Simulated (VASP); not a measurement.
Runs of VASP 6.6.1 on BaTiO3. The structure is that of space group Pm-3m (No. 221), or close to it. The cells are those of the table. 

```tsv
task	level	cell	cutoff (eV)	gap on the mesh (eV)	pressure (GPa)
single point	PBEsol	a = 3.970 Å, 5 atoms	520	(c)	(a)
relaxation of cell and atoms	revPBE+D3(BJ)	relaxed from a = 4.006 Å, 5 atoms	600	1.77	0.1
single point	RPBE	a = 4.055 Å, 5 atoms	520	1.70	1.5
single point	revPBE+D3(BJ)	a = 3.993 Å, 5 atoms	520	1.78	1.9
relaxation of cell and atoms	PBEsol	relaxed from a = 4.006 Å, 5 atoms	600	(b)	0.0
```

Alike in all rows: potentials or basis VASP PAW PBE potentials, release 64 (Ba_sv, Ti_sv, O); no spin polarisation; k mesh 6 × 6 × 6; smearing gaussian 0.01 eV.

Task: Estimate the missing entries.

Result: (a) 2.0; (b) 1.73; (c) 1.74.

Caveats: the PAW data sets were made with another functional, which shifts forces and pressure a little; spin-orbit coupling is left out, which moves the levels of the heavy elements; the relaxation stopped at its first step, so nothing moved (some runs).

A k mesh can miss the band edges, and the runs leave out spin-orbit coupling on Ba.
